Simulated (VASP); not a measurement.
A run of VASP 6.6.1 is set up as follows.

The input INCAR:

```
ALGO = Normal ; EDIFF = 1E-6
ENCUT = 520 ; GGA = PE
ISIF = 2 ; ISMEAR = 0
LASPH = T ; LCHARG = T
LELF = T ; LREAL = F
LVHAR = T ; LWAVE = F
NBANDS = 16 ; NELM = 60
PREC = Accurate ; SIGMA = 0.05
```

File KPOINTS:

```
k-points
0
Gamma
  8 8 8
```

Contents of POSCAR:

```
ZnSe
1.0
    0.0000000000      2.9041809126      2.9041809126
    2.9041809126      0.0000000000      2.9041809126
    2.9041809126      2.9041809126      0.0000000000
Zn Se
1 1
Direct
    0.0000000000      0.0000000000      0.0000000000
    0.2500000000      0.2500000000      0.2500000000
```

Potentials or basis: VASP PAW PBE potentials, release 64 (Zn, Se).

Run with:

```bash
$ cat potpaw_PBE.64/Zn/POTCAR potpaw_PBE.64/Se/POTCAR > POTCAR
$ mpirun -np 1 vasp_std > vasp.out
```

Q: Predict the pressure.

A: -1.9 GPa.

Q: What does it give for the band gap on the k mesh?

A: 1.00 eV, direct.
